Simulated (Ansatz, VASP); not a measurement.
Given: the input of a run of VASP 6.6.1 on HfN.

The input POSCAR:

```
HfN
1.0
    2.8250300000      0.0000000000      0.0000000000
    0.0000000000      2.8250300000      0.0000000000
    0.0000000000      0.0000000000      2.8250300000
Hf N
1 1
Direct
    0.5000000000      0.5000000000      0.5000000000
    0.0000000000      0.0000000000      0.0000000000
```

The input INCAR.step1:

```
PREC = Accurate
ENCUT = 600
EDIFF = 1E-5
ISMEAR = -1
SIGMA = 0.05
LREAL = False
LASPH = True
NELM = 60
ALGO = Normal
LWAVE = True
LCHARG = False
GGA = PE
NBANDS = 14
```

Contents of INCAR.step2:

```
PREC = Accurate
ENCUT = 600
EDIFF = 1E-6
ISMEAR = -1
SIGMA = 0.05
LREAL = False
LASPH = True
NELM = 60
ALGO = Normal
ISIF = 3
LWAVE = False
LCHARG = False
GGA = B3
LHFCALC = True
AEXX = 0.2
AGGAX = 0.72
AGGAC = 0.81
ALDAC = 0.19
PRECFOCK = Normal
IBRION = 2
NSW = 60
EDIFFG = -0.01
ISTART = 1
```

Contents of KPOINTS:

```
Automatic mesh
0
Gamma
  5 5 5
```

Potentials or basis: VASP PAW PBE potentials, release 64 (Hf_pv, N).

The run is started by

```console
$ cat potpaw_PBE.64/Hf_pv/POTCAR potpaw_PBE.64/N/POTCAR > POTCAR
$ cp INCAR.step1 INCAR
$ mpirun -np 1 vasp_std > vasp.out
$ cp INCAR.step2 INCAR
$ mpirun -np 1 vasp_std > vasp.out
```

Task: Set up the same calculation for Ansatz 0.2.0. Potentials there: Ansatz PAW.

Result: As run (the cutoff follows the program's own potentials):

input

```
crystal:
  lattice:
    - [2.82503, 0.0, 0.0]
    - [0.0, 2.82503, 0.0]
    - [0.0, 0.0, 2.82503]
  atoms:
    - { symbol: Hf, position: [0.5, 0.5, 0.5] }
    - { symbol: "N", position: [0.0, 0.0, 0.0] }
hamiltonian:
  xc: b3lyp
  pseudopotentials: { kind: paw }
kpoints:
  mp_grid: { grid: [5, 5, 5] }
scf:
  occupations: { method: fermi_dirac, width: 0.05 }
output:
  forces: true
  stress: true
  eigenvalues: true
relax:
  f_tol: 0.01
  max_steps: 40
  cell: { stress_tol: 0.05 }
```

Both were run:

|  | VASP | Ansatz | Ansatz less VASP |
| --- | --- | --- | --- |
| gap on the k mesh at the Fermi level, each at its own relaxed structure (eV) | none | none | - |
| relaxed volume (Å³/atom) | 11.18 | 11.34 | +0.160 |
| relaxed length of the cell vector where the two differ most in proportion (Å) | 2.817 | 2.831 | +0.0133 |

VASP's potentials were made for PBE, not for B3LYP. A gap of «none» marks a metal or a gap that the smearing closes. VASP's potentials hold 15 valence electrons a cell and Ansatz's 31, so a difference there can come from the potentials and not from the codes.

The k mesh is coarse, so the values compare programs but aren't converged. Spin-orbit coupling is off throughout. Noted on Ansatz's run: the plane-wave basis is chosen anew once the cell has moved, so the energies of steps on either side of that aren't comparable.
